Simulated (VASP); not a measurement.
# Si2Mo (I4/mmm) in VASP: further runs

The runs below take Si2Mo through single point, with r2SCAN.

Program: VASP 6.6.1. These are calculated values, not measurements. Logs are shortened: lines on timing, memory, paths and dates and some standing lists are left out, and cuts for length are marked.

## 1. The cell of the first run

It takes space group I4/mmm (No. 139, tetragonal). Conventional cell: a = 3.202 Å, b = 3.202 Å, c = 7.817 Å, α = 90.00°, β = 90.00°, γ = 90.00°. Si (site symmetry 4mm) has 9 Si at 2.58 to 3.20 Å and 5 Mo at 2.60 to 2.62 Å within 3.4 Å. Within 3.4 Å of Mo (site symmetry 4/mmm) lie 10 Si at 2.60 to 2.62 Å and 4 Mo at 3.20 Å.

## 2. Single point, r2SCAN (13.36 Å³/atom)

POSCAR

```
Si2Mo
1.0
   -1.6010450808      1.6010450808      3.9083977158
    1.6010450808     -1.6010450808      3.9083977158
    1.6010450808      1.6010450808     -3.9083977158
Si Mo
2 1
Direct
    0.3352810850      0.3352810850      0.0000000000
    0.6647189150      0.6647189150      0.0000000000
    0.0000000000      0.0000000000      0.0000000000
```

INCAR.step1

```
PREC     = Accurate       # precision mode
ENCUT    = 520            # plane-wave cutoff, eV
ISMEAR   = 0              # smearing method
SIGMA    = 0.05           # smearing width, eV
LREAL    = False          # projectors in reciprocal space
LASPH    = True           # aspherical terms in the spheres
NELM     = 60             # most SCF steps
NBANDS   = 18             # bands
GGA      = PE             # functional
ALGO     = Normal         # electronic algorithm
EDIFF    = 1E-4           # SCF threshold, eV
LWAVE    = True           # write WAVECAR
LCHARG   = False          # write CHGCAR
```

INCAR.step2

```
PREC     = Accurate       # precision mode
ENCUT    = 520            # plane-wave cutoff, eV
EDIFF    = 1E-6           # SCF threshold, eV
ISMEAR   = 0              # smearing method
SIGMA    = 0.05           # smearing width, eV
LREAL    = False          # projectors in reciprocal space
LASPH    = True           # aspherical terms in the spheres
NELM     = 60             # most SCF steps
ALGO     = Normal         # electronic algorithm
ISIF     = 2              # what is computed and relaxed
LWAVE    = False          # write WAVECAR
LCHARG   = False          # write CHGCAR
METAGGA  = R2SCAN         # meta-GGA
LMIXTAU  = True         
NBANDS   = 18             # bands
ISTART   = 1
```

KPOINTS

```
regular mesh
0
Gamma
  14 14 14
```

Potentials or basis: VASP PAW PBE potentials, release 64 (Si, Mo_sv).

Started as:

```sh
cat potpaw_PBE.64/Si/POTCAR potpaw_PBE.64/Mo_sv/POTCAR > POTCAR
cp INCAR.step1 INCAR
mpirun -np 1 vasp_std > vasp.out
cp INCAR.step2 INCAR
mpirun -np 1 vasp_std > vasp.out
```

OUTCAR:

```text
PREC = Accurate
   ENCUT = 520
   EDIFF = 1E-6
   ISMEAR = 0
   LREAL = False
   LASPH = True
   NELM = 60
   ISIF = 2
   METAGGA = R2SCAN
   ISTART = 1

 ion  position               nearest neighbor table
   1  0.335  0.335  0.000-   2 2.58   3 2.60   3 2.60   3 2.60   3 2.60   3 2.62   2 2.63   2 2.63
                             2 2.63   2 2.63
   2  0.665  0.665  0.000-   1 2.58   3 2.60   3 2.60   3 2.60   3 2.60   3 2.62   1 2.63   1 2.63
                             1 2.63   1 2.63
   3  0.000  0.000  0.000-   2 2.60   2 2.60   2 2.60   1 2.60   2 2.60   1 2.60   1 2.60   1 2.60
                             1 2.62   2 2.62

  LATTYP: Found a body centered tetragonal cell.
 ALAT       =     3.2020901616
 C/A-ratio  =     2.4411540703

  Lattice vectors:

 A1 = (  -1.6010450808,   1.6010450808,   3.9083977158)
 A2 = (   1.6010450808,  -1.6010450808,   3.9083977158)
 A3 = (   1.6010450808,   1.6010450808,  -3.9083977158)

Analysis of symmetry for initial positions (statically):
=====================================================================
 Subroutine PRICEL returns:
 Original cell was already a primitive cell.

 Routine SETGRP: Setting up the symmetry group for a
 body centered tetragonal supercell.

 Subroutine GETGRP returns: Found 16 space group operations
 (whereof 16 operations were pure point group operations)
 out of a pool of 16 trial point group operations.

The static configuration has the point symmetry D_4h.

Analysis of symmetry for dynamics (positions and initial velocities):
=====================================================================
 Subroutine PRICEL returns:
 Original cell was already a primitive cell.

 Routine SETGRP: Setting up the symmetry group for a
 body centered tetragonal supercell.

 Subroutine GETGRP returns: Found 16 space group operations
 (whereof 16 operations were pure point group operations)
 out of a pool of 16 trial point group operations.

The dynamic configuration has the point symmetry D_4h.

 Subroutine INISYM returns: Found 16 space group operations
 (whereof 16 operations are pure point group operations),
 and found     1 'primitive' translations

----------------------------------------------------------------------------------------

                                     Primitive cell

  volume of cell :      40.0743

  direct lattice vectors                    reciprocal lattice vectors
    -1.601045081  1.601045081  3.908397716     0.000000000  0.312296016  0.127929662
     1.601045081 -1.601045081  3.908397716     0.312296016  0.000000000  0.127929662
     1.601045081  1.601045081 -3.908397716     0.312296016  0.312296016  0.000000000

  length of vectors
     4.516886473  4.516886473  4.516886473     0.337483037  0.337483037  0.441653261

  position of ions in fractional coordinates (direct lattice)
     0.335281085  0.335281085  0.000000000
     0.664718915  0.664718915  0.000000000
     0.000000000  0.000000000  0.000000000

  ion indices of the primitive-cell ions
   primitive index   ion index
                 1           1
                 2           2
                 3           3

----------------------------------------------------------------------------------------

 KPOINTS: regular mesh

Automatic generation of k-mesh.
 Grid dimensions read from file:
 generate k-points for:   14   14   14

 Generating k-lattice:

  Cartesian coordinates                     Fractional coordinates (reciprocal lattice)
     0.000000000  0.022306858  0.009137833     0.071428571  0.000000000  0.000000000
     0.022306858  0.000000000  0.009137833     0.000000000  0.071428571  0.000000000
     0.022306858  0.022306858  0.000000000     0.000000000  0.000000000  0.071428571

  Length of vectors
     0.024105931  0.024105931  0.031546662

  Shift w.r.t. Gamma in fractional coordinates (k-lattice)
     0.000000000  0.000000000  0.000000000

 Subroutine IBZKPT returns following result:
 ===========================================

 Found    244 irreducible k-points:

 Following reciprocal coordinates:
            Coordinates               Weight
  0.000000  0.000000  0.000000      1.000000
  0.071429  0.000000  0.000000      8.000000
  0.142857  0.000000 -0.000000      8.000000
  0.214286  0.000000  0.000000      8.000000
  0.285714  0.000000  0.000000      8.000000
  0.357143  0.000000  0.000000      8.000000
[... 16 lines left out ...]
  0.214286  0.142857  0.000000     16.000000
  0.285714  0.142857  0.000000     16.000000
 [... further k-points ...]
   k-points           NKPTS =    244   k-points in BZ     NKDIM =    244   number of bands    NBANDS=     18
   number of dos      NEDOS =    301   number of ions     NIONS =      3
   total plane-waves  NPLWV =  46656
   dimension x,y,z NGX =    36 NGY =   36 NGZ =   36
   dimension x,y,z NGXF=    72 NGYF=   72 NGZF=   72
   ions per type =               2   1
   NGX,Y,Z   is equivalent  to a cutoff of  13.25, 13.25, 13.25 a.u.
   NGXF,Y,Z  is equivalent  to a cutoff of  26.50, 26.50, 26.50 a.u.
 SYSTEM =  unknown system
   PREC   = accura    normal or accurate (medium, high low for compatibility)
   ISTART =      1    job   : 0-new  1-cont  2-samecut
   ICHARG =      0    charge: 1-file 2-atom 10-const
   ISPIN  =      1    spin polarized calculation?
   LNONCOLLINEAR =      F non collinear calculations
   LSORBIT =      F    spin-orbit coupling
   LASPH  =      T    aspherical Exc in radial PAW
   ENCUT  =  520.0 eV  38.22 Ry    6.18 a.u.   8.40  8.40  8.40*2*pi/ulx,y,z
   NELM   =     60;   NELMIN=  2; NELMDL=  0     # of ELM steps
   EDIFF  = 0.1E-05   stopping-criterion for ELM
   LREAL  =      F    real-space projection
   EDIFFG = 0.1E-04   stopping-criterion for IOM
   NSW    =      0    number of steps for IOM
   IBRION =     -1    ionic relax: 0-MD 1-quasi-New 2-CG
   NFREE  =      0    steps in history (QN), initial steepest desc. (CG)
   ISIF   =      2    stress and relaxation
   ISYM   =      2    0-nonsym 1-usesym 2-fastsym
   POTIM  = 0.5000    time-step for ionic-motion
   TEBEG  =    0.0;   TEEND  =   0.0 temperature during run
   PSTRESS=    0.0 pullay stress
   NELECT =      22.0000    total number of electrons
   NUPDOWN=      -1.0000    fix difference up-down
   EMIN   =  10.00;   EMAX   =-10.00  energy-range for DOS
   EFERMI =   0.00;   METHOD = LEGACY
   ISMEAR =     0;   SIGMA  =   0.05  broadening in eV -4-tet -1-fermi 0-gaus
   EFERMI_NEDOS =   21; number of points for ismear=-14 and -15
   IALGO  =     38    algorithm
   IMIX   =      4    mixing-type and parameters
     AMIX     =   0.40;   BMIX     =  1.00
     AMIX_MAG =   1.60;   BMIX_MAG =  1.00
  volume/ion in A,a.u.               =      13.36        90.14
  Fermi-wavevector in a.u.,A,eV,Ry     =   1.340480  2.533140 24.448138  1.796887
  Thomas-Fermi vector in A             =   2.468790
   LORBIT       =      0    0 simple, 1 ext, 2 COOP (PROOUT), +10 PAW based schemes
   METAGGA = R2SCAN    functional components
   LHFCALC =     F    Hartree Fock is set to
   AEXX    =    0.0000 exact exchange contribution
   IVDW    =     0    specifies the selected vdW correction
   LEPSILON=     F    determine dielectric tensor
   LRPA    =     F    only Hartree local field effects (RPA)
 non-spin polarized calculation
 Gauss-broadening in eV      SIGMA  =   0.05
  energy-cutoff  :      520.00
  volume of cell :       40.07
 maximum number of plane-waves:      1104
 NGX is ok and might be reduce to    36
   NGX = 17   NGY = 17   NGZ = 17

 number of electron      22.0000000 magnetization

 Free energy of the ion-electron system (eV)
  ---------------------------------------------------
  ext. energy  EPLUGINS =         0.00000000
  ---------------------------------------------------
  free energy    TOTEN  =       -45.01622683 eV

  energy without entropy =      -45.01578874  energy(sigma->0) =      -45.01600778

 E-fermi :  12.3336     XC(G=0): -13.4057

 val. band max:       12.1949218269   @ k =  -0.3571  -0.4286   0.3571
 cond. band min:      12.3358778009   @ k =  -0.4286  -0.4286   0.4286
 fundamental gap:      0.1409559741
 Fermi energy:        12.3336473648

 k-point     1 :       0.0000    0.0000    0.0000
  band No.  band energies     occupation
      1     -50.3134      2.00000
      2     -23.7536      2.00000
      3     -23.6668      2.00000
      4     -23.6668      2.00000
      5      -1.8936      2.00000
      6       5.5227      2.00000
[... 10 lines left out ...]
     17      17.7450      0.00000
     18      17.7450      0.00000

 k-point     2 :       0.0714    0.0000    0.0000
  band No.  band energies     occupation
      1     -50.3123      2.00000
      2     -23.7526      2.00000
      3     -23.6810      2.00000
      4     -23.6655      2.00000
      5      -1.7947      2.00000
      6       5.5314      2.00000
[... 10 lines left out ...]
     17      17.8088      0.00000
     18      18.3576      0.00000

 k-point     3 :       0.1429    0.0000   -0.0000
  band No.  band energies     occupation
      1     -50.3094      2.00000
      2     -23.7497      2.00000
      3     -23.7207      2.00000
      4     -23.6617      2.00000
      5      -1.5017      2.00000
      6       5.5260      2.00000
[... 10 lines left out ...]
     17      18.2092      0.00000
     18      19.6006      0.00000

 k-point     4 :       0.2143    0.0000    0.0000
  band No.  band energies     occupation
      1     -50.3052      2.00000
      2     -23.7778      2.00000
      3     -23.7451      2.00000
      4     -23.6562      2.00000
      5      -1.0261      2.00000
      6       5.3802      2.00000
[... 375 lines left out ...]
      4     -23.7116      2.00000
      5      -1.0159      2.00000
      6       5.0877      2.00000
[... 10 lines left out ...]
     17      19.4817      0.00000
     18      19.9793      0.00000

 k-point    23 :       0.2143    0.1429    0.0000
  band No.  band energies     occupation
      1     -50.3013      2.00000
      2     -23.7720      2.00000
      3     -23.7430      2.00000
      4     -23.7085      2.00000
      5      -0.5127      2.00000
      6       4.8728      2.00000
[... 10 lines left out ...]
     17      19.4618      0.00000
     18      21.0835      0.00000

 k-point    24 :       0.2857    0.1429    0.0000
  band No.  band energies     occupation
      1     -50.2967      2.00000
      2     -23.8333      2.00000
      3     -23.7380      2.00000
      4     -23.7018      2.00000
      5       0.1376      2.00000
      6       4.5427      2.00000
[... 10 lines left out ...]
     17      20.0148      0.00000
     18      21.2306      0.00000

 [... further k-points ...]

------------------------ aborting loop because EDIFF is reached ----------------------------------------

  FORCE on cell =-STRESS in cart. coord.  units (eV):
  Direction    XX          YY          ZZ          XY          YZ          ZX
  --------------------------------------------------------------------------------------
  -------------------------------------------------------------------------------------
  Total        0.0965019      0.0965019      0.1158492      0.0000000     -0.0000000      0.0000000
  in kB        3.8581639      3.8581639      4.6316704      0.0000000     -0.0000000      0.0000000
  external PRESSURE =       4.1159994 kB  Pullay stress =       0.0000000 kB

 VOLUME and BASIS-vectors are now :
 -----------------------------------------------------------------------------
  energy-cutoff  :      520.00
  volume of cell :       40.07
      direct lattice vectors                 reciprocal lattice vectors
    -1.601045081  1.601045081  3.908397716     0.000000000  0.312296016  0.127929662
     1.601045081 -1.601045081  3.908397716     0.312296016  0.000000000  0.127929662
     1.601045081  1.601045081 -3.908397716     0.312296016  0.312296016  0.000000000

 POSITION                                       TOTAL-FORCE (eV/Angst)
 -----------------------------------------------------------------------------------
      0.00000      0.00000      2.62082         0.000000      0.000000     -0.006826
      0.00000      0.00000      5.19597        -0.000000     -0.000000      0.006826
      0.00000      0.00000      0.00000         0.000000      0.000000      0.000000
 -----------------------------------------------------------------------------------
    total drift:                                0.000000      0.000000     -0.000000

  FREE ENERGIE OF THE ION-ELECTRON SYSTEM (eV)
  ---------------------------------------------------
  free  energy   TOTEN  =       -45.0162268265 eV

  energy  without entropy=      -45.0157887387  energy(sigma->0) =      -45.01600778
```

Run time: 16 min. Hardware: 1 thread of Intel Xeon 8259CL, shared host; peak memory 0.33 GiB.

Results:

```
Free energy            : -45.0162 eV
Pressure               : 0.4 GPa
Largest force          : 0.007 eV/Å
Band gap on the k mesh : zero (bands 11 and 12 overlap by 1.03 eV)
```

Forces in eV/Å, atoms in the order of the input:
```
Si   0.000  0.000 -0.007
Si   0.000  0.000  0.007
Mo   0.000  0.000  0.000
```

Levels at points of the mesh, in eV from the Fermi level:
| k point | band 8 | band 9 | band 10 | band 11 | band 12 | band 13 | band 14 | band 15 |
| --- | --- | --- | --- | --- | --- | --- | --- | --- |
| (0.00, 0.00, 0.00) | -3.15 | -2.84 | -2.84 | 0.31 | 3.38 | 3.44 | 3.63 | 3.63 |
| (0.50, 0.00, 0.00) | -4.85 | -2.82 | -2.70 | -0.59 | 2.49 | 3.23 | 4.44 | 4.45 |
| (0.50, 0.50, 0.00) | -5.40 | -4.75 | -3.28 | -1.43 | 2.56 | 2.99 | 3.41 | 3.57 |
| (0.50, 0.50, 0.50) | -2.30 | -0.64 | -0.64 | -0.60 | -0.60 | 0.46 | 5.13 | 5.77 |

Caveat: the PAW data sets were made with another functional, which shifts forces and pressure a little.

## 3. Single point, r2SCAN

This run uses another cell than the first one, of 13.58 Å³/atom.

POSCAR

```
Si2Mo
1.0
   -1.6105010922      1.6105010922      3.9269413152
    1.6105010922     -1.6105010922      3.9269413152
    1.6105010922      1.6105010922     -3.9269413152
Si Mo
2 1
Direct
    0.3355034814      0.3355034814      0.0000000000
    0.6644965186      0.6644965186      0.0000000000
    0.0000000000      0.0000000000      0.0000000000
```

INCAR.step1

```
PREC     = Accurate       # precision mode
ENCUT    = 520            # plane-wave cutoff, eV
ISMEAR   = 0              # smearing method
SIGMA    = 0.05           # smearing width, eV
LREAL    = F              # projectors in reciprocal space
LASPH    = T              # aspherical terms in the spheres
NELM     = 100            # most SCF steps
NBANDS   = 18             # bands
GGA      = PE             # functional
ALGO     = Normal         # electronic algorithm
EDIFF    = 1E-4           # SCF threshold, eV
LWAVE    = T              # write WAVECAR
LCHARG   = F              # write CHGCAR
```

INCAR.step2

```
PREC     = Accurate       # precision mode
ENCUT    = 520            # plane-wave cutoff, eV
EDIFF    = 1E-7           # SCF threshold, eV
ISMEAR   = 0              # smearing method
SIGMA    = 0.05           # smearing width, eV
LREAL    = F              # projectors in reciprocal space
LASPH    = T              # aspherical terms in the spheres
NELM     = 100            # most SCF steps
ALGO     = Normal         # electronic algorithm
ISIF     = 2              # what is computed and relaxed
LWAVE    = F              # write WAVECAR
LCHARG   = T              # write CHGCAR
METAGGA  = R2SCAN         # meta-GGA
LMIXTAU  = T            
LELF     = T              # ELF
LVHAR    = T            
NBANDS   = 18             # bands
ISTART   = 1
```

KPOINTS is that of step 2.

Potentials or basis: VASP PAW PBE potentials, release 64 (Si, Mo_sv).

Started as:

```sh
cat potpaw_PBE.64/Si/POTCAR potpaw_PBE.64/Mo_sv/POTCAR > POTCAR
cp INCAR.step1 INCAR
mpirun -np 1 vasp_std > vasp.out
cp INCAR.step2 INCAR
mpirun -np 1 vasp_std > vasp.out
```

Wall time 18 min (1 thread of Intel Xeon 8259CL, shared host); peak memory 0.34 GiB.

It converged, with:

* Free energy: -45.0106 eV
* Pressure: -3.1 GPa
* Band gap on the k mesh: zero (bands 11 and 12 overlap by 1.02 eV)

Levels at points of the mesh, in eV from the Fermi level:
```tsv
k point	band 9	band 10	band 11	band 12	band 13	band 14
(0.00, 0.00, 0.00)	-2.79	-2.79	0.31	3.34	3.47	3.57
(0.50, 0.00, 0.00)	-2.77	-2.62	-0.56	2.44	3.21	4.32
(0.50, 0.50, 0.00)	-4.67	-3.19	-1.43	2.51	2.92	3.37
(0.50, 0.50, 0.50)	-0.62	-0.62	-0.60	-0.60	0.45	5.10
```

Caveat: the cell stands under tension; the PAW data sets were made with another functional, which shifts forces and pressure a little.

The gap in the log of VASP goes by the Fermi energy; the results here count the filled bands.